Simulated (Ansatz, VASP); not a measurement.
**TiSe in VASP and in Ansatz**

```
CELL_PARAMETERS angstrom
3.30523 0.00000 0.00000
-1.65262 2.86241 0.00000
0.00000 0.00000 6.68990
ATOMIC_POSITIONS crystal
Ti 0.00000 0.00000 0.00000
Ti 0.00000 0.00000 0.50000
Se 0.33333 0.66667 0.25000
Se 0.66667 0.33333 0.75000
```

Alike in both runs: functional PBEsol; dispersion D3(BJ); k mesh 9 × 9 × 4; no spin polarisation.

Ansatz relaxed the structure, and its values are those at the end. VASP's run is a single point on that final structure, the one shown.

```csv
,VASP,Ansatz
version,VASP 6.6.1,Ansatz 0.2.0
potentials or method,"VASP PAW PBE potentials, release 64 (Ti_sv, Se), cutoff 520 eV","plane waves, PAW"
occupations,"fermi-dirac, width 0.1 eV",fermi-dirac
valence electrons in the cell,36,56
```

VASP gave:

| Quantity | Value |
| --- | --- |
| pressure (GPa) | 0.3 |

Estimate Ansatz's values.

pressure (GPa): 0.0.

VASP's potentials were made for PBE, not for PBEsol. VASP's potentials hold 36 valence electrons a cell and Ansatz's 56, so a difference there can come from the potentials and not from the codes. Ansatz's warnings: force scf threshold loose, stress scf threshold loose.
